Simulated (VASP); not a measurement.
The system is Co.

```
CELL_PARAMETERS angstrom
2.28685 0.00000 0.00000
0.00000 2.28685 0.00000
0.00000 0.00000 2.28685
ATOMIC_POSITIONS crystal
Co 0.00000 0.00000 0.00000
```

* Program: VASP 6.6.1
* Task: relaxation of cell and atoms
* Functional: RPBE
* Potentials or basis: VASP PAW PBE potentials, release 64 (Co)
* Cutoff: 600 eV
* k mesh: 14 × 14 × 14
* Occupations: fermi-dirac, width 0.05 eV
* Spin: collinear spin, ferromagnetic start
* Starting moments: [1.7] μB

At the start: pressure 15.3 GPa; volume 11.96 Å³/atom.

Problem. Where does the relaxation end?

Solution. Over 5 steps the energy falls by 55.9 meV/atom and the volume is 13.18 Å³/atom (+10.2 %); space group Pm-3m (No. 221, to 0.05 Å); moment 1.89 μB per cell.

The path:
```tsv
step	energy change (eV)	largest force (eV/Å)	pressure (GPa)	volume (Å³)
1	0.0000	0.0000	15.34	11.96
2	-0.0344	0.0000	-7.39	14.05
3	-0.0559	0.0000	-0.17	13.20
4	-0.0559	0.0000	0.13	13.18
5	-0.0559	0.0000	0.04	13.18
```

Final structure:
```
Co
1.0
     2.36186    0.00000    0.00000
     0.00000    2.36186    0.00000
     0.00000    0.00000    2.36186
Co
1
Direct
  0.00000 0.00000 0.00000
```

Caveat: the PAW data sets were made with another functional, which shifts forces and pressure a little.
